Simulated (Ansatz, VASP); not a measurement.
## Two plane-wave programs on GaP4

The input INCAR:

```
PREC = Accurate ; ENCUT = 520
EDIFF = 1E-7 ; ISMEAR = 0
SIGMA = 0.1 ; LREAL = F
LASPH = T ; NELM = 100
ALGO = Normal ; ISIF = 2
LWAVE = F ; LCHARG = F
GGA = PE ; NBANDS = 24
```

File KPOINTS:

```
regular mesh
0
Gamma
  6 6 2
```

The input POSCAR:

```
GaP4
1.0
    3.9491925000      0.0000000000      0.0000000000
   -1.9745962500      3.4201010300      0.0000000000
    0.0000000000      0.0000000000      8.9037818800
Ga P
1 4
Direct
    0.0000000000      0.0000000000      0.5000000000
    0.3333333300      0.6666666700      0.0000000000
    0.6666666700      0.3333333300      0.0000000000
    0.3333333300      0.6666666700      0.5000000000
    0.6666666700      0.3333333300      0.5000000000
```

Input for Ansatz:

```yaml
crystal:
  lattice:
    - [3.9491925, 0.0, 0.0]
    - [-1.97459625, 3.42010103, 0.0]
    - [0.0, 0.0, 8.90378188]
  atoms:
    - { symbol: Ga, position: [0.0, 0.0, 0.5] }
    - { symbol: P, position: [0.33333333, 0.66666667, 0.0] }
    - { symbol: P, position: [0.66666667, 0.33333333, 0.0] }
    - { symbol: P, position: [0.33333333, 0.66666667, 0.5] }
    - { symbol: P, position: [0.66666667, 0.33333333, 0.5] }
basis:
  ecutwfc: 420
kpoints:
  mp_grid: { grid: [6, 6, 2] }
hamiltonian:
  xc: pbe
scf:
  occupations: { method: gaussian, width: 0.1 }
  lower_state_search: "off"
output:
  forces: true
  stress: true
  eigenvalues: true
```

Alike in both runs: task single point; functional PBE; k mesh 6 × 6 × 2; occupations gaussian, width 0.1 eV; no spin polarisation.

|  | VASP | Ansatz |
| --- | --- | --- |
| version | VASP 6.6.1 | Ansatz 0.2.0 |
| potentials or method | VASP PAW PBE potentials, release 64 (Ga_d, P), cutoff 520 eV | scalar-relativistic, plane waves, PAW |
| valence electrons in the cell | 33 | 33 |

```tsv
	VASP	Ansatz	Ansatz less VASP
gap on the k mesh at the Fermi level (eV)	none	none	-
pressure (GPa)	13.1	13.3	+0.17
traceless stress, the component that is largest in VASP (GPa)	-13.50	-13.65	-0.153
```

A gap of «none» marks a metal or a gap that the smearing closes.
